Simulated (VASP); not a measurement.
Crystal: BaS.

```xyz
4
Lattice="5.4626 0.0000 0.0000 -2.7313 4.7307 0.0000 0.0000 0.0000 6.4791" Properties=species:S:1:pos:R:3 pbc="T T T"
Ba    0.0000    3.1538   -0.4049
Ba    2.7313    1.5769    2.8346
S     0.0000    3.1538    2.8346
S     2.7313    1.5769    6.0741
```

This cell differs from its parent crystal: strain +1.5%.

Base run:

```yaml
Program: VASP 6.6.1
Functional: PBE
Potentials_or_basis: VASP PAW PBE potentials, release 64 (Ba_sv, S)
Cutoff: 520 eV
k_mesh: 6 × 6 × 4
Occupations: fermi-dirac, width 0.02 eV
Spin: no spin polarisation
```

Its results: band gap on the k mesh 2.52 eV (least direct gap 2.67 eV); pressure -0.9 GPa.

Problem. The run is repeated on the same cell with these changes: functional from PBE to r2SCAN; occupations from fermi-dirac, width 0.02 eV to gaussian, width 0.01 eV. What comes out?

Solution. Band gap on the k mesh 2.87 eV (least direct gap 3.01 eV); pressure -1.0 GPa.

Caveats: the structure was generated, so it needn't be the stable form of BaS; spin-orbit coupling is left out, which moves the levels of the heavy elements; the PAW data sets were made with another functional, which shifts forces and pressure a little (at least some runs).

A k mesh can miss the band edges.
